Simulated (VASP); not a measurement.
**Zn: single point with PBEsol**

Zn:

```
CELL_PARAMETERS angstrom
2.61536 0.00000 0.00000
-1.30768 2.26496 0.00000
0.00000 0.00000 4.37760
ATOMIC_POSITIONS crystal
Zn 0.33333 0.66667 0.25000
Zn 0.66667 0.33333 0.75000
```

* Program: VASP 6.6.1
* Task: single point
* Functional: PBEsol
* Potentials or basis: VASP PAW PBE potentials, release 64 (Zn)
* Cutoff: 520 eV
* k mesh: 18 × 18 × 8
* Occupations: gaussian, width 0.1 eV
* Spin: no spin polarisation

- Pressure: 9.1 GPa
- Band gap on the k mesh: zero (bands 12 and 13 overlap by 3.03 eV)

Stress tensor (GPa, compression positive):
```
9.18 0.00 0.00
0.00 9.18 0.00
0.00 0.00 9.03
```

Levels at points of the mesh, in eV from the Fermi level:
| k point | band 9 | band 10 | band 11 | band 12 | band 13 | band 14 | band 15 | band 16 |
| --- | --- | --- | --- | --- | --- | --- | --- | --- |
| (0.00, 0.00, 0.00) | -7.90 | -7.46 | -7.46 | -4.01 | -1.66 | 17.14 | 17.14 | 18.73 |
| (0.50, 0.00, 0.00) | -7.37 | -7.31 | -3.88 | -2.93 | 3.67 | 3.69 | 5.68 | 6.26 |
| (0.00, 0.00, 0.50) | -7.61 | -7.61 | -7.61 | -7.61 | 7.33 | 7.33 | 18.91 | 18.91 |
| (0.50, 0.00, 0.50) | -7.34 | -7.34 | -2.72 | -2.72 | 0.00 | 0.00 | 11.89 | 11.89 |

Wall time 40 s on 1 thread of Intel(R) Xeon(R) Platinum 8488C (Sapphire Rapids) (shared host), peak memory 0.19 GiB.

Caveat: the cell stands under pressure; the PAW data sets were made with another functional, which shifts forces and pressure a little.
